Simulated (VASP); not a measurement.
# CdTe (F-43m) in VASP: a series of runs, part 2 of 2

VASP 6.6.1.

## (6) Relaxation of cell and atoms, PBE

This run uses another cell than the first one, of 36.25 Å³/atom, 1.025 times its volume.

The input, INCAR:

```
SYSTEM = CdTe
PREC = Accurate ; ENCUT = 600
EDIFF = 1E-6 ; ISMEAR = 0
SIGMA = 0.02 ; LREAL = .False.
LASPH = .True. ; NELM = 100
ALGO = Normal ; ISIF = 3
LWAVE = .False. ; LCHARG = .False.
GGA = PE ; IBRION = 2
NSW = 100 ; EDIFFG = -0.005
```

The input, KPOINTS:

```
regular mesh
0
Gamma
  10 10 10
  0 0 0
```

The input, POSCAR:

```
CdTe
1.0
    0.0000000000      3.3096311549      3.3096311549
    3.3096311549      0.0000000000      3.3096311549
    3.3096311549      3.3096311549      0.0000000000
Cd Te
1 1
Direct
    0.0000000000      0.0000000000      0.0000000000
    0.2500000000      0.2500000000      0.2500000000
```

Potentials or basis: VASP PAW PBE potentials, release 64 (Cd, Te).

Run with:

```bash
$ cat potpaw_PBE.64/Cd/POTCAR potpaw_PBE.64/Te/POTCAR > POTCAR
$ mpirun -np 1 vasp_std > vasp.out
```

OUTCAR:

```text
SYSTEM = CdTe
   PREC = Accurate
   ENCUT = 600
   EDIFF = 1E-6
   ISMEAR = 0
   LREAL = .False.
   LASPH = .True.
   NELM = 100
   ISIF = 3
   GGA = PE
   IBRION = 2
   NSW = 100
   EDIFFG = -0.005

 ion  position               nearest neighbor table
   1  0.000  0.000  0.000-   2 2.87   2 2.87   2 2.87   2 2.87
   2  0.250  0.250  0.250-   1 2.87   1 2.87   1 2.87   1 2.87

  LATTYP: Found a face centered cubic cell.
 ALAT       =     6.6192623098

  Lattice vectors:

 A1 = (   0.0000000000,   3.3096311549,   3.3096311549)
 A2 = (   3.3096311549,   0.0000000000,   3.3096311549)
 A3 = (   3.3096311549,   3.3096311549,   0.0000000000)

Analysis of symmetry for initial positions (statically):
=====================================================================
 Subroutine PRICEL returns:
 Original cell was already a primitive cell.

 Routine SETGRP: Setting up the symmetry group for a
 face centered cubic supercell.

 Subroutine GETGRP returns: Found 24 space group operations
 (whereof 24 operations were pure point group operations)
 out of a pool of 48 trial point group operations.

The static configuration has the point symmetry T_d .

Analysis of symmetry for dynamics (positions and initial velocities):
=====================================================================
 Subroutine PRICEL returns:
 Original cell was already a primitive cell.

 Routine SETGRP: Setting up the symmetry group for a
 face centered cubic supercell.

 Subroutine GETGRP returns: Found 24 space group operations
 (whereof 24 operations were pure point group operations)
 out of a pool of 48 trial point group operations.

The dynamic configuration has the point symmetry T_d .

 Subroutine INISYM returns: Found 24 space group operations
 (whereof 24 operations are pure point group operations),
 and found     1 'primitive' translations

[... 174 lines left out ...]
  free  energy   TOTEN  =        -4.8125086912 eV

  energy  without entropy=       -4.8125086912  energy(sigma->0) =       -4.81250869

--------------------------------------- Ionic step        2  -------------------------------------------

 number of electron      18.0000001 magnetization

 Free energy of the ion-electron system (eV)
  ---------------------------------------------------
  ext. energy  EPLUGINS =         0.00000000
  ---------------------------------------------------
  free energy    TOTEN  =        -4.81252546 eV

  energy without entropy =       -4.81252546  energy(sigma->0) =       -4.81252546

 E-fermi :   1.9222     XC(G=0):  -8.2990

 val. band max:        1.7771218373   @ k =   0.0000   0.0000   0.0000
 cond. band min:       2.3533533598   @ k =   0.0000   0.0000   0.0000
 fundamental gap:      0.5762315224
 Fermi energy:         1.9221755084

 k-point     1 :       0.0000    0.0000    0.0000
  band No.  band energies     occupation
      1      -9.0450      2.00000
      2      -6.3061      2.00000
      3      -6.3061      2.00000
      4      -6.3061      2.00000
      5      -6.0908      2.00000
      6      -6.0908      2.00000
      7       1.7771      2.00000
      8       1.7771      2.00000
      9       1.7771      2.00000
     10       2.3534      0.00000
     11       6.4179      0.00000
     12       6.4179      0.00000
     13       6.4179      0.00000
[... 354 lines left out ...]
  band No.  band energies     occupation
      1      -8.6868      2.00000
      2      -6.2113      2.00000
      3      -6.2052      2.00000
      4      -6.1493      2.00000
      5      -6.0718      2.00000
      6      -5.8558      2.00000
      7      -1.6748      2.00000
      8       0.2736      2.00000
      9       0.4331      2.00000
     10       4.6433      0.00000
     11       5.1257      0.00000
     12       8.3860      0.00000
     13       9.0533      0.00000

 [... further k-points ...]

------------------------ aborting loop because EDIFF is reached ----------------------------------------

  FORCE on cell =-STRESS in cart. coord.  units (eV):
  Direction    XX          YY          ZZ          XY          YZ          ZX
  --------------------------------------------------------------------------------------
  -------------------------------------------------------------------------------------
  Total       -0.0011379     -0.0011379     -0.0011379      0.0000000      0.0000000      0.0000000
  in kB       -0.0250975     -0.0250975     -0.0250975      0.0000000      0.0000000      0.0000000
  external PRESSURE =      -0.0250975 kB  Pullay stress =       0.0000000 kB

 VOLUME and BASIS-vectors are now :
 -----------------------------------------------------------------------------
  energy-cutoff  :      600.00
  volume of cell :       72.64
      direct lattice vectors                 reciprocal lattice vectors
     0.000000000  3.311676637  3.311676637    -0.150980924  0.150980924  0.150980924
     3.311676637  0.000000000  3.311676637     0.150980924 -0.150980924  0.150980924
     3.311676637  3.311676637 -0.000000000     0.150980924  0.150980924 -0.150980924

 POSITION                                       TOTAL-FORCE (eV/Angst)
 -----------------------------------------------------------------------------------
      3.31168      0.00000      3.31168        -0.000000     -0.000000     -0.000000
      1.65584      1.65584      1.65584         0.000000      0.000000      0.000000
 -----------------------------------------------------------------------------------
    total drift:                               -0.000000     -0.000000     -0.000000

  FREE ENERGIE OF THE ION-ELECTRON SYSTEM (eV)
  ---------------------------------------------------
  free  energy   TOTEN  =        -4.8125254590 eV

  energy  without entropy=       -4.8125254590  energy(sigma->0) =       -4.81252546

 reached required accuracy - stopping structural energy minimisation
```

OSZICAR:

```text
N       E                     dE             d eps       ncg     rms          rms(c)
DAV:   1     0.111424583238E+03    0.11142E+03   -0.89996E+03  1222   0.134E+03
DAV:   2    -0.224590324242E+00   -0.11165E+03   -0.10679E+03  1347   0.288E+02
DAV:   3    -0.499864094364E+01   -0.47741E+01   -0.47610E+01  1512   0.622E+01
[... 13 lines left out ...]
DAV:   2    -0.481259367007E+01    0.50513E-03   -0.13780E-03  1312   0.577E-01    0.586E-02
DAV:   3    -0.481253813021E+01    0.55540E-04   -0.13516E-04  1277   0.125E-01    0.494E-02
DAV:   4    -0.481252695414E+01    0.11176E-04   -0.13797E-05  1347   0.302E-02    0.947E-03
DAV:   5    -0.481252582843E+01    0.11257E-05   -0.15281E-06   680   0.166E-02    0.574E-03
DAV:   6    -0.481252545904E+01    0.36939E-06   -0.56513E-07   666   0.792E-03
   2 F= -.48125255E+01 E0= -.48125255E+01  d E =-.167679E-04
```

CONTCAR:

```text
CdTe
   1.00000000000000
     0.0000000000000000    3.3116766374078970    3.3116766374078970
     3.3116766374078970    0.0000000000000000    3.3116766374078970
     3.3116766374078970    3.3116766374078970   -0.0000000000000000
  Cd              Te
     1     1
Direct
     0.0000000000000000    1.0000000000000000    0.0000000000000000
     0.2500000000000000    0.2500000000000000    0.2500000000000000

  0.00000000E+00  0.00000000E+00  0.00000000E+00
  0.00000000E+00  0.00000000E+00  0.00000000E+00
```

Run time: 81 s. Hardware: 1 thread of Intel Xeon Platinum 8259CL at 2.50GHz (Skylake/Cascade Lake), shared host; peak memory 0.27 GiB.

What came out:

* Free energy: -4.8125 eV
* Relaxed volume: 36.32 Å³/atom
* Relaxed cell: a = 4.683 Å, b = 4.683 Å, c = 4.683 Å, α = 60.00°, β = 60.00°, γ = 60.00°
* Space group after relaxing (to 0.05 Å): F-43m (No. 216)
* Energy gained by relaxing: 0.0 meV/atom
* Ionic steps: 2
* Pressure after relaxing: 0.0 GPa
* Band gap on the k mesh: 0.58 eV, direct

Final structure:
```cif
data_structure
_symmetry_space_group_name_H-M 'P 1'
_symmetry_Int_Tables_number 1
_cell_length_a 4.6834
_cell_length_b 4.6834
_cell_length_c 4.6834
_cell_angle_alpha 60.000
_cell_angle_beta 60.000
_cell_angle_gamma 60.000
_cell_volume 72.64
loop_
_atom_site_label
_atom_site_type_symbol
_atom_site_fract_x
_atom_site_fract_y
_atom_site_fract_z
_atom_site_occupancy
Cd1 Cd 0.00000 0.00000 0.00000 1
Te1 Te 0.25000 0.25000 0.25000 1
```

Caveat: spin-orbit coupling is left out, which moves the levels of the heavy elements.

## (7) Summary

```csv
task,cell,k mesh,cutoff (eV),gap on the mesh (eV),pressure (GPa),relaxed volume (Å³/atom)
relaxation of cell and atoms,"relaxed from a = 4.642 Å, angles 60.0°, 2 atoms",8 × 8 × 8,600,0.58,0.0,36.31
single point,"a = 4.681 Å, angles 60.0°, 2 atoms",8 × 8 × 8,520,0.58,0.1,-
single point,"a = 4.681 Å, angles 60.0°, 2 atoms",10 × 10 × 10,520,0.58,0.1,-
relaxation of cell and atoms,"relaxed from a = 4.681 Å, angles 60.0°, 2 atoms",10 × 10 × 10,600,0.58,0.0,36.32
```

Alike in all rows: level PBE; potentials or basis VASP PAW PBE potentials, release 64 (Cd, Te); no spin polarisation; smearing gaussian 0.02 eV.

Caveats: spin-orbit coupling is left out, which moves the levels of the heavy elements.

Total energies depend on the potentials used, so only differences within one code and one set of settings carry meaning.
